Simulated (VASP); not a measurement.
Set up this calculation in VASP 6.6.1, as the native input.

| Item | Value |
| --- | --- |
| Task | single point |
| Functional | PBEsol |
| Potentials or basis | VASP PAW PBE potentials, release 64 (B, As) |
| Cutoff | 520 eV |
| k mesh | 10 × 10 × 10 |
| Occupations | gaussian, width 0.01 eV |
| Spin | no spin polarisation |
| Dipole correction | no |
| Further INCAR settings | ALGO = Normal; EDIFF = 1e-06; NBANDS = 11 |

The structure of BAs lies in POSCAR:

```
BAs
1.0
    0.0000000000      2.3261623266      2.3261623266
    2.3261623266      0.0000000000      2.3261623266
    2.3261623266      2.3261623266      0.0000000000
B As
1 1
Direct
    0.0000000000      0.0000000000      0.0000000000
    0.7500000000      0.7500000000      0.7500000000
```

One way to write it, as run:

INCAR

```
SYSTEM = BAs
  PREC = Accurate
  ENCUT = 520
  EDIFF = 1E-6
  ISMEAR = 0
  SIGMA = 0.01
  LREAL = .FALSE.
  LASPH = .TRUE.
  NELM = 80
  ALGO = Normal
  ISIF = 2
  LWAVE = .FALSE.
  LCHARG = .TRUE.
  GGA = PS
  LELF = .TRUE.
  LVHAR = .TRUE.
  NBANDS = 11
```

KPOINTS

```
Automatic mesh
0
G
  10 10 10
  0 0 0
```

Potentials or basis: VASP PAW PBE potentials, release 64 (B, As).

Run with:

```sh
$ cat potpaw_PBE.64/B/POTCAR potpaw_PBE.64/As/POTCAR > POTCAR
$ mpirun -np 1 vasp_std > vasp.out
```

It gave:

```yaml
Pressure: 13.2 GPa
Band_gap_on_the_k_mesh: 0.99 eV, indirect (least direct gap 3.34 eV)
```

Caveat: the PAW data sets were made with another functional, which shifts forces and pressure a little.

It took 5.5 s on 1 thread of Intel(R) Xeon(R) Platinum 8488C (Sapphire Rapids), with other jobs on the host, peak memory 0.14 GiB.
